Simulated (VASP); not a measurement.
# PbS (P-6m2) in VASP: settings compared

PbS is run at these levels: B3LYP, revPBE+D3(BJ), RPBE+D4, revPBE+D4, PBE; tasks: single point.

Everything below comes from runs of VASP 6.6.1. Logs are shortened: lines on timing, memory, paths and dates and some standing lists are left out, and cuts for length are marked.

## Step 1: The cell of the first run

The structure is hexagonal, space group P-6m2 (No. 187). Conventional cell: a = 4.138 Å, b = 4.138 Å, c = 3.833 Å, α = 90.00°, β = 90.00°, γ = 120.00°. Within 4.2 Å of Pb (site symmetry -6m2) lie 6 S at 3.06 Å and 8 Pb at 3.83 to 4.14 Å. S (site symmetry -6m2) has 6 Pb at 3.06 Å and 8 S at 3.83 to 4.14 Å within 4.2 Å.

## Step 2: Single point, B3LYP

Input file POSCAR:

```
PbS
1.0
    4.1380609289      0.0000000000      0.0000000000
   -2.0690304644      3.5836658868      0.0000000000
    0.0000000000      0.0000000000      3.8329128859
Pb S
1 1
Direct
    0.0000000000      0.0000000000      0.0000000000
    0.6666666667      0.3333333333      0.5000000000
```

Input file INCAR.step1:

```
PREC = Accurate ; ENCUT = 520
EDIFF = 1E-5 ; ISMEAR = -1
SIGMA = 0.05 ; LREAL = False
LASPH = True ; NELM = 80
ALGO = Normal ; ISIF = 2
LWAVE = True ; LCHARG = False
NBANDS = 17 ; GGA = PE
```

Input file INCAR.step2:

```
PREC = Accurate ; ENCUT = 520
EDIFF = 1E-6 ; ISMEAR = -1
SIGMA = 0.05 ; LREAL = False
LASPH = True ; NELM = 80
ALGO = Normal ; ISIF = 2
LWAVE = False ; LCHARG = False
GGA = B3 ; LHFCALC = True
AEXX = 0.2 ; AGGAX = 0.72
AGGAC = 0.81 ; ALDAC = 0.19
PRECFOCK = Normal ; NBANDS = 17
ISTART = 1
```

Input file KPOINTS:

```
regular mesh
0
Gamma
  4 4 4
```

Potentials or basis: VASP PAW PBE potentials, release 64 (Pb_d, S).

Command:

```bash
cat potpaw_PBE.64/Pb_d/POTCAR potpaw_PBE.64/S/POTCAR > POTCAR
cp INCAR.step1 INCAR
mpirun -np 1 vasp_std > vasp.out
cp INCAR.step2 INCAR
mpirun -np 1 vasp_std > vasp.out
```

OUTCAR:

```text
PREC = Accurate
   ENCUT = 520
   EDIFF = 1E-6
   ISMEAR = -1
   LREAL = False
   LASPH = True
   NELM = 80
   ISIF = 2
   GGA = B3
   LHFCALC = True
   AEXX = 0.2
   PRECFOCK = Normal
   ISTART = 1

 ion  position               nearest neighbor table
   1  0.000  0.000  0.000-   2 3.06   2 3.06   2 3.06   2 3.06   2 3.06   2 3.06
   2  0.667  0.333  0.500-   1 3.06   1 3.06   1 3.06   1 3.06   1 3.06   1 3.06

  LATTYP: Found a hexagonal cell.
 ALAT       =     4.1380609289
 C/A-ratio  =     0.9262582044

  Lattice vectors:

 A1 = (   4.1380609289,   0.0000000000,   0.0000000000)
 A2 = (  -2.0690304644,   3.5836658868,   0.0000000000)
 A3 = (   0.0000000000,   0.0000000000,   3.8329128859)

Analysis of symmetry for initial positions (statically):
=====================================================================
 Subroutine PRICEL returns:
 Original cell was already a primitive cell.

 Routine SETGRP: Setting up the symmetry group for a
 hexagonal supercell.

 Subroutine GETGRP returns: Found 12 space group operations
 (whereof 12 operations were pure point group operations)
 out of a pool of 24 trial point group operations.

The static configuration has the point symmetry D_3h.

Analysis of symmetry for dynamics (positions and initial velocities):
=====================================================================
 Subroutine PRICEL returns:
 Original cell was already a primitive cell.

 Routine SETGRP: Setting up the symmetry group for a
 hexagonal supercell.

 Subroutine GETGRP returns: Found 12 space group operations
 (whereof 12 operations were pure point group operations)
 out of a pool of 24 trial point group operations.

The dynamic configuration has the point symmetry D_3h.

 Subroutine INISYM returns: Found 12 space group operations
 (whereof 12 operations are pure point group operations),
 and found     1 'primitive' translations

----------------------------------------------------------------------------------------

                                     Primitive cell

  volume of cell :      56.8399

  direct lattice vectors                    reciprocal lattice vectors
     4.138060929  0.000000000  0.000000000     0.241659081  0.139521935  0.000000000
    -2.069030464  3.583665887  0.000000000     0.000000000  0.279043871  0.000000000
     0.000000000  0.000000000  3.832912886     0.000000000  0.000000000  0.260898181

  length of vectors
     4.138060929  4.138060929  3.832912886     0.279043871  0.279043871  0.260898181

  position of ions in fractional coordinates (direct lattice)
     0.000000000  0.000000000  0.000000000
     0.666666667  0.333333333  0.500000000

  ion indices of the primitive-cell ions
   primitive index   ion index
                 1           1
                 2           2

----------------------------------------------------------------------------------------

 KPOINTS: regular mesh

Automatic generation of k-mesh.
 Grid dimensions read from file:
 generate k-points for:    4    4    4

 Generating k-lattice:

  Cartesian coordinates                     Fractional coordinates (reciprocal lattice)
     0.060414770  0.034880484  0.000000000     0.250000000 -0.000000000  0.000000000
     0.000000000  0.069760968  0.000000000     0.000000000  0.250000000  0.000000000
     0.000000000  0.000000000  0.065224545     0.000000000  0.000000000  0.250000000

  Length of vectors
     0.069760968  0.069760968  0.065224545

  Shift w.r.t. Gamma in fractional coordinates (k-lattice)
     0.000000000  0.000000000  0.000000000

 Subroutine IBZKPT returns following result:
 ===========================================

 Found     12 irreducible k-points:

 Following reciprocal coordinates:
            Coordinates               Weight
  0.000000  0.000000  0.000000      1.000000
  0.250000  0.000000  0.000000      6.000000
  0.500000  0.000000  0.000000      3.000000
  0.250000  0.250000  0.000000      6.000000
  0.000000  0.000000  0.250000      2.000000
  0.250000  0.000000  0.250000     12.000000
  0.500000  0.000000  0.250000      6.000000
  0.250000  0.250000  0.250000     12.000000
  0.000000  0.000000  0.500000      1.000000
  0.250000  0.000000  0.500000      6.000000
  0.500000  0.000000  0.500000      3.000000
  0.250000  0.250000  0.500000      6.000000
   k-points           NKPTS =     12   k-points in BZ     NKDIM =     64   number of bands    NBANDS=     17
   number of dos      NEDOS =    301   number of ions     NIONS =      2
   total plane-waves  NPLWV =  30720
   dimension x,y,z NGX =    32 NGY =   32 NGZ =   30
   dimension x,y,z NGXF=    64 NGYF=   64 NGZF=   60
   ions per type =               1   1
   NGX,Y,Z   is equivalent  to a cutoff of  12.86, 12.86, 13.01 a.u.
   NGXF,Y,Z  is equivalent  to a cutoff of  25.71, 25.71, 26.02 a.u.
 SYSTEM =  unknown system
   PREC   = accura    normal or accurate (medium, high low for compatibility)
   ISTART =      1    job   : 0-new  1-cont  2-samecut
   ICHARG =      0    charge: 1-file 2-atom 10-const
   ISPIN  =      1    spin polarized calculation?
   LNONCOLLINEAR =      F non collinear calculations
   LSORBIT =      F    spin-orbit coupling
   LASPH  =      T    aspherical Exc in radial PAW
   ENCUT  =  520.0 eV  38.22 Ry    6.18 a.u.   7.69  7.69  7.13*2*pi/ulx,y,z
   NELM   =     80;   NELMIN=  2; NELMDL=  0     # of ELM steps
   EDIFF  = 0.1E-05   stopping-criterion for ELM
   LREAL  =      F    real-space projection
   EDIFFG = 0.1E-04   stopping-criterion for IOM
   NSW    =      0    number of steps for IOM
   IBRION =     -1    ionic relax: 0-MD 1-quasi-New 2-CG
   NFREE  =      0    steps in history (QN), initial steepest desc. (CG)
   ISIF   =      2    stress and relaxation
   ISYM   =      3    0-nonsym 1-usesym 2-fastsym
   POTIM  = 0.5000    time-step for ionic-motion
   TEBEG  =    0.0;   TEEND  =   0.0 temperature during run
   PSTRESS=    0.0 pullay stress
   NELECT =      20.0000    total number of electrons
   NUPDOWN=      -1.0000    fix difference up-down
   EMIN   =  10.00;   EMAX   =-10.00  energy-range for DOS
   EFERMI =   0.00;   METHOD = LEGACY
   ISMEAR =    -1;   SIGMA  =   0.05  broadening in eV -4-tet -1-fermi 0-gaus
   EFERMI_NEDOS =   21; number of points for ismear=-14 and -15
   IALGO  =     38    algorithm
   IMIX   =      1    mixing-type and parameters
     AMIX     =   0.40;   BMIX     =  1.00
     AMIX_MAG =   1.60;   BMIX_MAG =  1.00
  volume/ion in A,a.u.               =      28.42       191.79
  Fermi-wavevector in a.u.,A,eV,Ry     =   1.155758  2.184067 18.174355  1.335777
  Thomas-Fermi vector in A             =   2.292384
   LORBIT       =      0    0 simple, 1 ext, 2 COOP (PROOUT), +10 PAW based schemes
   GGA     = B3    functional components
   LHFCALC =     T    Hartree Fock is set to
   PRECFOCK=normal    Normal, Fast or Accurate (Low or Medium for compatibility)
   ENCUT4O =  -1.0   cutoff for four orbital integrals eV
   NKREDX  =     1    reduce k-point grid by
   NKREDY  =     1    reduce k-point grid by
   NKREDZ  =     1    reduce k-point grid by
   AEXX    =    0.2000 exact exchange contribution
   HFSCREEN=    0.0000 screening length (either q_TF or 0.3 A-1)
   HFSCREENC=   0.0000 screening length for correlation (either q_TF or 0.3 A-1)
   ENCUTFOCK=  -1.0 apply spherical cutoff to Coloumb kernel
   IVDW    =     0    specifies the selected vdW correction
   LEPSILON=     F    determine dielectric tensor
   LRPA    =     F    only Hartree local field effects (RPA)
 non-spin polarized calculation
  energy-cutoff  :      520.00
  volume of cell :       56.84
 maximum number of plane-waves:      1550
 NGX is ok and might be reduce to    32
  NGX = 24; NGY = 24; NGZ = 24

 number of electron      19.9999999 magnetization

 Free energy of the ion-electron system (eV)
  ---------------------------------------------------
  ext. energy  EPLUGINS =         0.00000000
  ---------------------------------------------------
  free energy    TOTEN  =        -9.75129507 eV

  energy without entropy =       -9.75129487  energy(sigma->0) =       -9.75129497

 E-fermi :   5.0562     XC(G=0):  -7.3875

 val. band max:        4.4404681906   @ k =   0.0000   0.0000   0.5000
 cond. band min:       5.7614628391   @ k =   0.2500   0.2500   0.5000
 fundamental gap:      1.3209946485
 Fermi energy:         5.0562021210

 k-point     1 :       0.0000    0.0000    0.0000
  band No.  band energies     occupation
      1     -13.8920      2.00000
      2     -13.8866      2.00000
      3     -13.8866      2.00000
      4     -13.7932      2.00000
      5     -13.7932      2.00000
      6      -9.6309      2.00000
[... 9 lines left out ...]
     16      16.8768      0.00000
     17      16.8768      0.00000

 k-point     2 :       0.2500    0.0000    0.0000
  band No.  band energies     occupation
      1     -13.9013      2.00000
      2     -13.8751      2.00000
      3     -13.8584      2.00000
      4     -13.8084      2.00000
      5     -13.7964      2.00000
      6      -9.1817      2.00000
[... 9 lines left out ...]
     16      16.4671      0.00000
     17      16.8396      0.00000

 k-point     3 :       0.5000    0.0000    0.0000
  band No.  band energies     occupation
      1     -13.9155      2.00000
      2     -13.8592      2.00000
      3     -13.8298      2.00000
      4     -13.8233      2.00000
      5     -13.7995      2.00000
      6      -8.5673      2.00000
[... 9 lines left out ...]
     16      17.0128      0.00000
     17      17.0413      0.00000

 k-point     4 :       0.2500    0.2500    0.0000
  band No.  band energies     occupation
      1     -13.8922      2.00000
      2     -13.8692      2.00000
      3     -13.8435      2.00000
      4     -13.8184      2.00000
      5     -13.8045      2.00000
      6      -8.5839      2.00000
[... 9 lines left out ...]
     16      15.2431      0.00000
     17      17.1360      0.00000
[... 103 lines left out ...]
      1     -13.8840      2.00000
      2     -13.8744      2.00000
      3     -13.8514      2.00000
      4     -13.8406      2.00000
      5     -13.7694      2.00000
      6      -8.2658      2.00000
[... 9 lines left out ...]
     16      15.5006      0.00000
     17      16.7781      0.00000

 k-point    11 :       0.5000    0.0000    0.5000
  band No.  band energies     occupation
      1     -13.9123      2.00000
      2     -13.8922      2.00000
      3     -13.8464      2.00000
      4     -13.8251      2.00000
      5     -13.7503      2.00000
      6      -7.9520      2.00000
[... 9 lines left out ...]
     16      18.7821      0.00000
     17      19.5197      0.00000

 k-point    12 :       0.2500    0.2500    0.5000
  band No.  band energies     occupation
      1     -13.9034      2.00000
      2     -13.8730      2.00000
      3     -13.8554      2.00000
      4     -13.8421      2.00000
      5     -13.7529      2.00000
      6      -7.9555      2.00000
[... 9 lines left out ...]
     16      17.6806      0.00000
     17      18.6182      0.00000

------------------------ aborting loop because EDIFF is reached ----------------------------------------

  FORCE on cell =-STRESS in cart. coord.  units (eV):
  Direction    XX          YY          ZZ          XY          YZ          ZX
  --------------------------------------------------------------------------------------
  -------------------------------------------------------------------------------------
  Total       -0.0218144     -0.0218144     -0.0141513     -0.0000000     -0.0000000      0.0000000
  in kB       -0.6148943     -0.6148943     -0.3988903     -0.0000000     -0.0000000      0.0000000
  external PRESSURE =      -0.5428930 kB  Pullay stress =       0.0000000 kB

 VOLUME and BASIS-vectors are now :
 -----------------------------------------------------------------------------
  energy-cutoff  :      520.00
  volume of cell :       56.84
      direct lattice vectors                 reciprocal lattice vectors
     4.138060929  0.000000000  0.000000000     0.241659081  0.139521935  0.000000000
    -2.069030464  3.583665887  0.000000000     0.000000000  0.279043871  0.000000000
     0.000000000  0.000000000  3.832912886     0.000000000  0.000000000  0.260898181

 POSITION                                       TOTAL-FORCE (eV/Angst)
 -----------------------------------------------------------------------------------
      0.00000      0.00000      0.00000        -0.000000      0.000000      0.000000
      2.06903      1.19456      1.91646         0.000000      0.000000      0.000000
 -----------------------------------------------------------------------------------
    total drift:                                0.000000     -0.000003      0.000000

  FREE ENERGIE OF THE ION-ELECTRON SYSTEM (eV)
  ---------------------------------------------------
  free  energy   TOTEN  =        -9.7512950657 eV

  energy  without entropy=       -9.7512948662  energy(sigma->0) =       -9.75129497
```

Wall time 15 min (1 thread of AMD EPYC 7R13, shared host); peak memory 0.16 GiB.

Results:

* Free energy: -9.7513 eV
* Pressure: -0.1 GPa
* Band gap on the k mesh: 1.32 eV (least direct gap 1.92 eV)

Caveat: the k points lie up to 0.44 Å⁻¹ apart; the PAW data sets were made with another functional, which shifts forces and pressure a little; spin-orbit coupling is left out, which moves the levels of the heavy elements.

## Step 3: Single point, revPBE+D3(BJ)

This run uses another cell than the first one, of 25.96 Å³/atom.

Input file INCAR:

```
  PREC = Accurate
  ENCUT = 520
  EDIFF = 1E-6
  ISMEAR = -1
  SIGMA = 0.05
  LREAL = False
  LASPH = True
  NELM = 80
  ALGO = Normal
  ISIF = 2
  LWAVE = False
  LCHARG = False
  GGA = RE
  IVDW = 12
  NBANDS = 17
```

Input file KPOINTS:

```
Automatic mesh
0
Gamma
  8 8 7
```

Input file POSCAR:

```
PbS
1.0
    3.9864932371      0.0000000000      0.0000000000
   -1.9932466185      3.4524044154      0.0000000000
    0.0000000000      0.0000000000      3.7725795248
Pb S
1 1
Direct
    0.0000000000      0.0000000000      0.0000000000
    0.6666666667      0.3333333333      0.5000000000
```

Potentials or basis: VASP PAW PBE potentials, release 64 (Pb_d, S).

Command:

```bash
cat potpaw_PBE.64/Pb_d/POTCAR potpaw_PBE.64/S/POTCAR > POTCAR
mpirun -np 1 vasp_std > vasp.out
```

It took 48 s on 1 thread of Intel Xeon 8259CL, shared host; peak memory 0.19 GiB.

Results (log left out):

| Quantity | Value |
| --- | --- |
| Free energy | -9.1938 eV |
| Pressure | -0.1 GPa |
| Dispersion energy per atom | -0.654 eV |

Levels at points of the mesh, in eV from the Fermi level:
| k point | band 7 | band 8 | band 9 | band 10 | band 11 | band 12 | band 13 | band 14 |
| --- | --- | --- | --- | --- | --- | --- | --- | --- |
| (0.00, 0.00, 0.00) | -6.25 | -2.44 | -1.68 | -1.68 | 3.74 | 3.74 | 5.19 | 6.89 |
| (0.50, 0.00, 0.00) | -8.51 | -2.77 | -1.77 | -1.34 | 1.96 | 3.95 | 5.38 | 5.61 |

Caveat: the PAW data sets were made with another functional, which shifts forces and pressure a little; spin-orbit coupling is left out, which moves the levels of the heavy elements.

## Step 4: Single point, RPBE+D4

This run uses another cell than the first one, of 26.36 Å³/atom.

Input file INCAR:

```
  PREC = Accurate
  ENCUT = 520
  EDIFF = 1E-7
  ISMEAR = -1
  SIGMA = 0.05
  LREAL = False
  LASPH = True
  NELM = 100
  ALGO = Normal
  ISIF = 2
  LWAVE = False
  LCHARG = True
  GGA = RP
  IVDW = 13
  LELF = True
  LVHAR = True
  NBANDS = 17
```

Input file KPOINTS:

```
regular mesh
0
Gamma
  8 8 7
```

Input file POSCAR:

```
PbS
1.0
    4.0121962046      0.0000000000      0.0000000000
   -2.0060981023      3.4746638381      0.0000000000
    0.0000000000      0.0000000000      3.7811107444
Pb S
1 1
Direct
    0.0000000000      0.0000000000      0.0000000000
    0.6666666667      0.3333333333      0.5000000000
```

Potentials or basis: VASP PAW PBE potentials, release 64 (Pb_d, S).

Command:

```bash
cat potpaw_PBE.64/Pb_d/POTCAR potpaw_PBE.64/S/POTCAR > POTCAR
mpirun -np 1 vasp_std > vasp.out
```

OUTCAR:

```text
PREC = Accurate
   ENCUT = 520
   EDIFF = 1E-7
   ISMEAR = -1
   LREAL = False
   LASPH = True
   NELM = 100
   ISIF = 2
   GGA = RP
   IVDW = 13

 ion  position               nearest neighbor table
   1  0.000  0.000  0.000-   2 2.99   2 2.99   2 2.99   2 2.99   2 2.99   2 2.99
   2  0.667  0.333  0.500-   1 2.99   1 2.99   1 2.99   1 2.99   1 2.99   1 2.99

  LATTYP: Found a hexagonal cell.
 ALAT       =     4.0121962046
 C/A-ratio  =     0.9424042473

  Lattice vectors:

 A1 = (   4.0121962046,   0.0000000000,   0.0000000000)
 A2 = (  -2.0060981023,   3.4746638381,   0.0000000000)
 A3 = (   0.0000000000,   0.0000000000,   3.7811107444)

Analysis of symmetry for initial positions (statically):
=====================================================================
 Subroutine PRICEL returns:
 Original cell was already a primitive cell.

 Routine SETGRP: Setting up the symmetry group for a
 hexagonal supercell.

 Subroutine GETGRP returns: Found 12 space group operations
 (whereof 12 operations were pure point group operations)
 out of a pool of 24 trial point group operations.

[... 161 lines left out ...]

 E-fermi :   5.7273     XC(G=0):  -9.4632

 val. band max:        5.7017567920   @ k =   0.3750   0.2500   0.0000
 cond. band min:       5.7984827549   @ k =   0.3750   0.2500   0.4286
 fundamental gap:      0.0967259629
 Fermi energy:         5.7273215475

 k-point     1 :       0.0000    0.0000    0.0000
  band No.  band energies     occupation
      1     -11.2246      2.00000
      2     -11.2138      2.00000
      3     -11.2138      2.00000
      4     -11.0957      2.00000
      5     -11.0957      2.00000
      6      -7.6623      2.00000
[... 457 lines left out ...]
      4     -11.1343      2.00000
      5     -11.1098      2.00000
      6      -6.2696      2.00000
[... 9 lines left out ...]
     16      16.3466      0.00000
     17      18.0659      0.00000

 [... further k-points ...]

------------------------ aborting loop because EDIFF is reached ----------------------------------------

  DFT-D4 for vdW energy calculation

  Edisp (eV):   -1.40944

  FORCE on cell =-STRESS in cart. coord.  units (eV):
  Direction    XX          YY          ZZ          XY          YZ          ZX
  --------------------------------------------------------------------------------------
  -------------------------------------------------------------------------------------
  Total      -0.02679    -0.02679    -0.03042     0.00000    -0.00000    -0.00000
  in kB      -0.81440    -0.81440    -0.92474     0.00000    -0.00000    -0.00000
  external pressure =       -0.85 kB  Pullay stress =        0.00 kB

 VOLUME and BASIS-vectors are now :
 -----------------------------------------------------------------------------
  energy-cutoff  :      520.00
  volume of cell :       52.71
      direct lattice vectors                 reciprocal lattice vectors
     4.012196205  0.000000000  0.000000000     0.249240054  0.143898812  0.000000000
    -2.006098102  3.474663838  0.000000000     0.000000000  0.287797625  0.000000000
     0.000000000  0.000000000  3.781110744     0.000000000  0.000000000  0.264472550

 POSITION                                       TOTAL-FORCE (eV/Angst)
 -----------------------------------------------------------------------------------
      0.00000      0.00000      0.00000        -0.000000      0.000000      0.000000
      2.00610      1.15822      1.89056         0.000000     -0.000000      0.000000
 -----------------------------------------------------------------------------------
    total drift:                               -0.000000      0.000000      0.000000

  FREE ENERGIE OF THE ION-ELECTRON SYSTEM (eV)
  ---------------------------------------------------
  free  energy   TOTEN  =        -9.2282281822 eV

  energy  without entropy=       -9.2259380537  energy(sigma->0) =       -9.22708312
```

It took 52 s on 1 thread of Intel Xeon 8259CL, shared host; peak memory 0.18 GiB.

What came out:

```yaml
Free_energy: -9.2282 eV
Pressure: -0.1 GPa
Band_gap_on_the_k_mesh: 0.10 eV (least direct gap 1.75 eV)
Dispersion_energy_per_atom: -0.705 eV
```

Caveat: the PAW data sets were made with another functional, which shifts forces and pressure a little; spin-orbit coupling is left out, which moves the levels of the heavy elements; an odd mesh through Γ misses points on the zone boundary, where band edges can lie.

(Part 1 of 2 ends here.)
